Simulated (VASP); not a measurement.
# H9ClO4 in VASP: notebook

The runs below take H9ClO4 through single point, with PBEsol.

Program: VASP 6.6.1. These are calculated values, not measurements. Logs are shortened: lines on timing, memory, paths and dates and some standing lists are left out, and cuts for length are marked.

## 1. The cell of the first run

The cell holds an amorphous packing of atoms, 14 atoms: a = 6.058 Å, b = 6.058 Å, c = 6.058 Å, α = 90.00°, β = 90.00°, γ = 90.00°.

## 2. Single point, PBEsol

File INCAR:

```
PREC = Accurate
ENCUT = 520
EDIFF = 1E-6
ISMEAR = -1
SIGMA = 0.02
LREAL = F
LASPH = T
NELM = 120
ALGO = Normal
ISIF = 2
LWAVE = F
LCHARG = F
GGA = PS
NBANDS = 33
GGA_COMPAT = F
```

File KPOINTS:

```
regular mesh
0
Gamma
  1 1 1
```

File POSCAR:

```
H9ClO4
1.0
    6.0577750000      0.0000000000      0.0000000000
    0.0000000000      6.0577750000      0.0000000000
    0.0000000000      0.0000000000      6.0577750000
O H Cl
4 9 1
Direct
   -0.0321074982      0.4508916227      0.1146625617
    0.2337656978      0.1395726979      1.0152737598
    0.8586485962      0.0893232251      0.4221847130
    0.1430723327      0.7894482710      0.2519241801
   -0.1504347718      0.4577753383      0.0009079241
    0.1038335032      0.3706971619      0.0520983364
    0.1753284003     -0.0080722708      1.1058020478
    0.3725295179      0.1166765025      0.9454461415
    0.8887091383      0.2457337884      0.3463813034
    0.6923994371      0.0612601161      0.4253046704
    0.0605502846      0.8958404695      0.3593233489
    0.0219057327      0.6680505631      0.2214839607
    0.6686943639      0.4916821770      0.6479771863
    0.6095142193      0.6303799662      0.8119152659
```

Potentials or basis: VASP PAW PBE potentials, release 64 (O, H, Cl).

Started as:

```
$ cat potpaw_PBE.64/O/POTCAR potpaw_PBE.64/H/POTCAR potpaw_PBE.64/Cl/POTCAR > POTCAR
$ mpirun -np 1 vasp_gam > vasp.out
```

OUTCAR:

```text
PREC = Accurate
   ENCUT = 520
   EDIFF = 1E-6
   ISMEAR = -1
   LREAL = F
   LASPH = T
   NELM = 120
   ISIF = 2
   GGA = PS

 ion  position               nearest neighbor table
   1  0.968  0.451  0.115-   5 1.00   6 1.03
   2  0.234  0.140  0.015-   8 0.95   7 1.11
   3  0.859  0.089  0.422-  10 1.02   9 1.07
   4  0.143  0.789  0.252-  11 1.04  12 1.06
   5  0.850  0.458  0.001-   1 1.00
   6  0.104  0.371  0.052-   1 1.03
   7  0.175  0.992  0.106-   2 1.11
   8  0.373  0.117  0.945-   2 0.95
   9  0.889  0.246  0.346-   3 1.07
  10  0.692  0.061  0.425-   3 1.02
  11  0.061  0.896  0.359-   4 1.04
  12  0.022  0.668  0.221-   4 1.06
  13  0.669  0.492  0.648-  14 1.35
  14  0.610  0.630  0.812-  13 1.35

  LATTYP: Found a simple cubic cell.
 ALAT       =     6.0577750000

  Lattice vectors:

 A1 = (   6.0577750000,   0.0000000000,   0.0000000000)
 A2 = (   0.0000000000,   6.0577750000,   0.0000000000)
 A3 = (   0.0000000000,   0.0000000000,   6.0577750000)

Analysis of symmetry for initial positions (statically):
=====================================================================
 Subroutine PRICEL returns:
 Original cell was already a primitive cell.

 Routine SETGRP: Setting up the symmetry group for a
 simple cubic supercell.

 Subroutine GETGRP returns: Found  1 space group operations
 (whereof  1 operations were pure point group operations)
 out of a pool of 48 trial point group operations.

The static configuration has the point symmetry C_1 .

Analysis of symmetry for dynamics (positions and initial velocities):
=====================================================================
 Subroutine PRICEL returns:
 Original cell was already a primitive cell.

 Routine SETGRP: Setting up the symmetry group for a
 simple cubic supercell.

 Subroutine GETGRP returns: Found  1 space group operations
 (whereof  1 operations were pure point group operations)
 out of a pool of 48 trial point group operations.

The dynamic configuration has the point symmetry C_1 .

 Subroutine INISYM returns: Found  1 space group operations
 (whereof  1 operations are pure point group operations),
 and found     1 'primitive' translations

----------------------------------------------------------------------------------------

                                     Primitive cell

  volume of cell :     222.3000

  direct lattice vectors                    reciprocal lattice vectors
     6.057775000  0.000000000  0.000000000     0.165077112  0.000000000  0.000000000
     0.000000000  6.057775000  0.000000000     0.000000000  0.165077112  0.000000000
     0.000000000  0.000000000  6.057775000     0.000000000  0.000000000  0.165077112

  length of vectors
     6.057775000  6.057775000  6.057775000     0.165077112  0.165077112  0.165077112

  position of ions in fractional coordinates (direct lattice)
     0.967892502  0.450891623  0.114662562
     0.233765698  0.139572698  0.015273760
     0.858648596  0.089323225  0.422184713
     0.143072333  0.789448271  0.251924180
     0.849565228  0.457775338  0.000907924
     0.103833503  0.370697162  0.052098336
     0.175328400  0.991927729  0.105802048
     0.372529518  0.116676502  0.945446141
     0.888709138  0.245733788  0.346381303
     0.692399437  0.061260116  0.425304670
     0.060550285  0.895840470  0.359323349
     0.021905733  0.668050563  0.221483961
     0.668694364  0.491682177  0.647977186
     0.609514219  0.630379966  0.811915266

  ion indices of the primitive-cell ions
   primitive index   ion index
                 1           1
                 2           2
                 3           3
                 4           4
                 5           5
                 6           6
                 7           7
                 8           8
                 9           9
                10          10
                11          11
                12          12
                13          13
                14          14

----------------------------------------------------------------------------------------

 KPOINTS: regular mesh

Automatic generation of k-mesh.
 Grid dimensions read from file:
 generate k-points for:    1    1    1

 Generating k-lattice:

  Cartesian coordinates                     Fractional coordinates (reciprocal lattice)
     0.165077112  0.000000000  0.000000000     1.000000000  0.000000000  0.000000000
     0.000000000  0.165077112  0.000000000     0.000000000  1.000000000  0.000000000
     0.000000000  0.000000000  0.165077112     0.000000000  0.000000000  1.000000000

  Length of vectors
     0.165077112  0.165077112  0.165077112

  Shift w.r.t. Gamma in fractional coordinates (k-lattice)
     0.000000000  0.000000000  0.000000000

 Subroutine IBZKPT returns following result:
 ===========================================

 Found      1 irreducible k-points:

 Following reciprocal coordinates:
            Coordinates               Weight
  0.000000  0.000000  0.000000      1.000000
   k-points           NKPTS =      1   k-points in BZ     NKDIM =      1   number of bands    NBANDS=     33
   number of dos      NEDOS =    301   number of ions     NIONS =     14
   total plane-waves  NPLWV = 110592
   dimension x,y,z NGX =    48 NGY =   48 NGZ =   48
   dimension x,y,z NGXF=    96 NGYF=   96 NGZF=   96
   ions per type =               4   9   1
   NGX,Y,Z   is equivalent  to a cutoff of  13.17, 13.17, 13.17 a.u.
   NGXF,Y,Z  is equivalent  to a cutoff of  26.35, 26.35, 26.35 a.u.
 SYSTEM =  unknown system
   PREC   = accura    normal or accurate (medium, high low for compatibility)
   ISTART =      0    job   : 0-new  1-cont  2-samecut
   ICHARG =      2    charge: 1-file 2-atom 10-const
   ISPIN  =      1    spin polarized calculation?
   LNONCOLLINEAR =      F non collinear calculations
   LSORBIT =      F    spin-orbit coupling
   LASPH  =      T    aspherical Exc in radial PAW
   ENCUT  =  520.0 eV  38.22 Ry    6.18 a.u.  11.26 11.26 11.26*2*pi/ulx,y,z
   NELM   =    120;   NELMIN=  2; NELMDL= -5     # of ELM steps
   EDIFF  = 0.1E-05   stopping-criterion for ELM
   LREAL  =      F    real-space projection
   EDIFFG = 0.1E-04   stopping-criterion for IOM
   NSW    =      0    number of steps for IOM
   IBRION =     -1    ionic relax: 0-MD 1-quasi-New 2-CG
   NFREE  =      0    steps in history (QN), initial steepest desc. (CG)
   ISIF   =      2    stress and relaxation
   ISYM   =      2    0-nonsym 1-usesym 2-fastsym
   POTIM  = 0.5000    time-step for ionic-motion
   TEBEG  =    0.0;   TEEND  =   0.0 temperature during run
   PSTRESS=    0.0 pullay stress
   NELECT =      40.0000    total number of electrons
   NUPDOWN=      -1.0000    fix difference up-down
   EMIN   =  10.00;   EMAX   =-10.00  energy-range for DOS
   EFERMI =   0.00;   METHOD = LEGACY
   ISMEAR =    -1;   SIGMA  =   0.02  broadening in eV -4-tet -1-fermi 0-gaus
   EFERMI_NEDOS =   21; number of points for ismear=-14 and -15
   IALGO  =     38    algorithm
   IMIX   =      4    mixing-type and parameters
     AMIX     =   0.40;   BMIX     =  1.00
     AMIX_MAG =   1.60;   BMIX_MAG =  1.00
  volume/ion in A,a.u.               =      15.88       107.15
  Fermi-wavevector in a.u.,A,eV,Ry     =   0.924233  1.746548 11.622199  0.854207
  Thomas-Fermi vector in A             =   2.049957
   LORBIT       =      0    0 simple, 1 ext, 2 COOP (PROOUT), +10 PAW based schemes
   GGA     = PS    functional components
   LHFCALC =     F    Hartree Fock is set to
   AEXX    =    0.0000 exact exchange contribution
   IVDW    =     0    specifies the selected vdW correction
   LEPSILON=     F    determine dielectric tensor
   LRPA    =     F    only Hartree local field effects (RPA)
 non-spin polarized calculation
  energy-cutoff  :      520.00
  volume of cell :      222.30
 maximum number of plane-waves:      3016
 NGX is ok and might be reduce to    48
   NGX = 23   NGY = 23   NGZ = 23

 number of electron      40.0000004 magnetization

 Free energy of the ion-electron system (eV)
  ---------------------------------------------------
  ext. energy  EPLUGINS =         0.00000000
  ---------------------------------------------------
  free energy    TOTEN  =       -64.29580498 eV

  energy without entropy =      -64.29580498  energy(sigma->0) =      -64.29580498

 E-fermi :  -3.3437     XC(G=0):  -5.5961

 val. band max:       -3.8983763312   @ k =   0.0000   0.0000   0.0000
 cond. band min:       0.0003243024   @ k =   0.0000   0.0000   0.0000
 fundamental gap:      3.8987006336
 Fermi energy:        -3.3436898272

 k-point     1 :       0.0000    0.0000    0.0000
  band No.  band energies     occupation
      1     -22.6312      2.00000
      2     -22.0404      2.00000
      3     -21.4853      2.00000
      4     -20.9755      2.00000
      5     -18.8408      2.00000
      6     -10.7455      2.00000
[... 24 lines left out ...]
     31       6.5675      0.00000
     32       6.8684      0.00000
 [bands above 32 left out]

------------------------ aborting loop because EDIFF is reached ----------------------------------------

  FORCE on cell =-STRESS in cart. coord.  units (eV):
  Direction    XX          YY          ZZ          XY          YZ          ZX
  --------------------------------------------------------------------------------------
  -------------------------------------------------------------------------------------
  Total       -3.3062603     -5.3308066     -2.2139624     -1.0781383      1.3899423      1.8558095
  in kB      -23.8291312    -38.4205958    -15.9566386     -7.7704408     10.0176980     13.3753318
  external PRESSURE =     -26.0687885 kB  Pullay stress =       0.0000000 kB

 VOLUME and BASIS-vectors are now :
 -----------------------------------------------------------------------------
  energy-cutoff  :      520.00
  volume of cell :      222.30
      direct lattice vectors                 reciprocal lattice vectors
     6.057775000  0.000000000  0.000000000     0.165077112  0.000000000  0.000000000
     0.000000000  6.057775000  0.000000000     0.000000000  0.165077112  0.000000000
     0.000000000  0.000000000  6.057775000     0.000000000  0.000000000  0.165077112

 POSITION                                       TOTAL-FORCE (eV/Angst)
 -----------------------------------------------------------------------------------
      5.86328      2.73140      0.69460        -0.682830     -0.658201     -0.091851
      1.41610      0.84550      0.09253        -1.600226     -0.548841      1.197703
      5.20150      0.54110      2.55750        -1.364470      2.071690     -0.469255
      0.86670      4.78230      1.52610        -1.706306      1.338933      1.456640
      5.14648      2.77310      0.00550         0.591176      0.012318      0.404409
      0.62900      2.24560      0.31560        -0.576267     -0.422940      0.266288
      1.06210      6.00887      0.64093         1.068867      0.793694     -1.055238
      2.25670      0.70680      5.72730         0.803925     -0.451718     -0.284402
      5.38360      1.48860      2.09830        -0.609277     -2.265837      0.512620
      4.19440      0.37110      2.57640         1.981825      0.493193     -0.255973
      0.36680      5.42680      2.17670         0.685441     -1.062515     -1.007425
      0.13270      4.04690      1.34170         1.583180      0.739809     -0.442241
      4.05080      2.97850      3.92530        -0.386080      0.933750      1.014343
      3.69230      3.81870      4.91840         0.211044     -0.973335     -1.245618
 -----------------------------------------------------------------------------------
    total drift:                                0.000467      0.000132      0.000826

  FREE ENERGIE OF THE ION-ELECTRON SYSTEM (eV)
  ---------------------------------------------------
  free  energy   TOTEN  =       -64.2958049792 eV

  energy  without entropy=      -64.2958049792  energy(sigma->0) =      -64.29580498
```

Run time: 32 s. Hardware: 1 thread of Intel Xeon 8259CL, shared host; peak memory 0.3 GiB.

What came out:

```yaml
Free_energy: -64.2958 eV
Pressure: -2.6 GPa
Largest_force: 2.613 eV/Å
Band_gap_on_the_k_mesh: 3.90 eV
```

Forces on the atoms (eV/Å):
```
O   -0.683 -0.658 -0.092
O   -1.600 -0.549  1.198
O   -1.364  2.072 -0.469
O   -1.706  1.339  1.457
H    0.591  0.012  0.404
H   -0.576 -0.423  0.266
H    1.069  0.794 -1.055
H    0.804 -0.452 -0.284
H   -0.609 -2.266  0.513
H    1.982  0.493 -0.256
H    0.685 -1.063 -1.007
H    1.583  0.740 -0.442
H   -0.386  0.934  1.014
Cl   0.211 -0.973 -1.246
```

Stress tensor (GPa, compression positive):
```
-2.38 -0.78  1.34
-0.78 -3.84  1.00
 1.34  1.00 -1.60
```

Caveat: the k points lie up to 1.04 Å⁻¹ apart; the PAW data sets were made with another functional, which shifts forces and pressure a little.

## 3. Single point, PBEsol

File INCAR:

```
ALGO     = Normal         # electronic algorithm
EDIFF    = 1E-6           # SCF threshold, eV
ENCUT    = 520            # plane-wave cutoff, eV
GGA      = PS             # functional
GGA_COMPAT= False        
ISIF     = 2              # what is computed and relaxed
ISMEAR   = -1             # smearing method
LASPH    = True           # aspherical terms in the spheres
LCHARG   = True           # write CHGCAR
LELF     = True           # ELF
LREAL    = False          # projectors in reciprocal space
LVHAR    = True         
LWAVE    = False          # write WAVECAR
NBANDS   = 33             # bands
NELM     = 120            # most SCF steps
PREC     = Accurate       # precision mode
SIGMA    = 0.02           # smearing width, eV
```

File KPOINTS:

```
k-points
0
Gamma
  1 1 1
```

File POSCAR:

```
H9ClO4
1.0
    6.0577750000      0.0000000000      0.0000000000
    0.0000000000      6.0577750000      0.0000000000
    0.0000000000      0.0000000000      6.0577750000
O H Cl
4 9 1
Direct
   -0.0575623888      0.4190152325      0.1577311802
    0.2683328450      0.1477440149      1.0085551213
    0.8614879225      0.1294534710      0.5596609316
    0.1642187107      0.7945491538      0.2375624714
   -0.0945231541      0.3727606258     -0.0025917107
    0.0762656256      0.3309631011      0.1910932644
    0.2912455481      0.0270561386      1.1144520884
    0.3967463301      0.1736611215      0.9264952891
    0.8112549575      0.1430888404      0.4166546298
    0.7949453388     -0.0098220881      0.6339291241
    0.1247487733      0.8284394848      0.3817738361
    0.0754732554      0.6586411678      0.1967554094
    0.6517409445      0.4686043968      0.6925480065
    0.6523847452      0.6327900921      0.8343657531
```

Potentials or basis: VASP PAW PBE potentials, release 64 (O, H, Cl).

Started as:

```
$ cat potpaw_PBE.64/O/POTCAR potpaw_PBE.64/H/POTCAR potpaw_PBE.64/Cl/POTCAR > POTCAR
$ mpirun -np 1 vasp_gam > vasp.out
```

Wall time 41 s (1 thread of Intel Xeon 8259CL, shared host); peak memory 0.3 GiB.

It converged, with:

| Item | Value |
| --- | --- |
| Free energy | -64.1066 eV |
| Pressure | 0.3 GPa |
| Largest force | 4.809 eV/Å |
| Band gap on the k mesh | 4.30 eV |

Forces on the atoms (eV/Å):
```
O   -0.373 -0.813 -1.447
O   -1.587  0.253  0.987
O    0.266 -1.825  4.441
O    0.532 -0.933 -2.146
H    0.681  0.728  2.138
H   -0.065 -0.070 -0.549
H   -0.216 -0.670 -0.237
H    1.677  0.297 -0.837
H   -1.202  0.104 -3.010
H    0.814  1.808 -1.355
H   -0.690  0.619  2.485
H    0.211  0.442 -0.055
H    0.159  0.340  0.145
Cl  -0.208 -0.279 -0.559
```

Stress tensor (GPa, compression positive):
```
 1.04 -1.08  0.05
-1.08 -1.86 -0.37
 0.05 -0.37  1.81
```

Levels at points of the mesh, in eV from the valence-band top:
```tsv
k point	band 17	band 18	band 19	band 20	band 21	band 22	band 23	band 24
(0.00, 0.00, 0.00)	-0.86	-0.67	-0.28	0.00	4.30	6.66	7.61	8.26
```

Caveat: the k points lie up to 1.04 Å⁻¹ apart; the PAW data sets were made with another functional, which shifts forces and pressure a little.

(Continued in part 2 of 2.)
